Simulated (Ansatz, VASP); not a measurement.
# Two plane-wave programs on FeI3

INCAR

```
ALGO     = Normal         # electronic algorithm
EDIFF    = 1E-6           # SCF threshold, eV
ENCUT    = 520            # plane-wave cutoff, eV
GGA      = PE             # functional
ISIF     = 2              # what is computed and relaxed
ISMEAR   = 0              # smearing method
ISPIN    = 2              # spin polarisation
LASPH    = T              # aspherical terms in the spheres
LCHARG   = T              # write CHGCAR
LELF     = T              # ELF
LMAXMIX  = 4              # l up to which the mixer works
LORBIT   = 11             # projections on sites
LREAL    = F              # projectors in reciprocal space
LVHAR    = T            
LWAVE    = F              # write WAVECAR
MAGMOM   = 3.53 0 0 0     # initial moments
NBANDS   = 26             # bands
NELM     = 150            # most SCF steps
PREC     = Accurate       # precision mode
SIGMA    = 0.05           # smearing width, eV
```

Contents of KPOINTS:

```
k-points
0
Gamma
  6 6 6
```

Contents of POSCAR:

```
FeI3
1.0
    5.5163773291      0.0000000000      0.0000000000
    0.0000000000      5.5163773291      0.0000000000
    0.0000000000      0.0000000000      5.5163773291
Fe I
1 3
Direct
    0.0000000000      0.0000000000      0.0000000000
    0.5000000000      0.0000000000      0.0000000000
    0.0000000000      0.0000000000      0.5000000000
    0.0000000000      0.5000000000      0.0000000000
```

Input for Ansatz:

```yaml
crystal:
  lattice:
    - [5.5163773291, 0.0, 0.0]
    - [0.0, 5.5163773291, 0.0]
    - [0.0, 0.0, 5.5163773291]
  atoms:
    - { symbol: Fe, position: [0.0, 0.0, 0.0], spin: 3.53 }
    - { symbol: I, position: [0.5, 0.0, 0.0] }
    - { symbol: I, position: [0.0, 0.0, 0.5] }
    - { symbol: I, position: [0.0, 0.5, 0.0] }
basis:
  ecutwfc: 420
  ecutrho_ratio: 4
kpoints:
  mp_grid: { grid: [6, 6, 6] }
hamiltonian:
  xc: pbe
scf:
  occupations: { method: gaussian, width: 0.05 }
output:
  forces: true
  stress: true
  eigenvalues: true
  populations: true
magnetization:
  spin_polarized: true
```

Alike in both runs: task single point; functional PBE; k mesh 6 × 6 × 6; occupations gaussian, width 0.05 eV; collinear spin.

|  | VASP | Ansatz |
| --- | --- | --- |
| version | VASP 6.6.1 | Ansatz 0.2.0 |
| potentials or method | VASP PAW PBE potentials, release 64 (Fe, I), cutoff 520 eV | scalar-relativistic, plane waves, PAW |
| valence electrons in the cell | 29 | 67 |

VASP gave:

```
gap on the k mesh at the Fermi level (eV)                     : none
pressure (GPa)                                                : -0.1
net moment per atom (μB)                                      : 0.99
size of the moment on the site where the two differ most (μB) : 3.17
```

Task: Estimate Ansatz's values.

Result: gap on the k mesh at the Fermi level (eV): none; pressure (GPa): 0.0; net moment per atom (μB): 1.01; size of the moment on the site where the two differ most (μB): 3.22.

Site moments also hang on the region over which each program counts them. A gap of «none» marks a metal or a gap that the smearing closes. With one functional, cell and mesh, what is left measures potentials, basis and numerics. VASP's potentials hold 29 valence electrons a cell and Ansatz's 67, so a difference there can come from the potentials and not from the codes.

Neither program's run includes spin-orbit coupling.
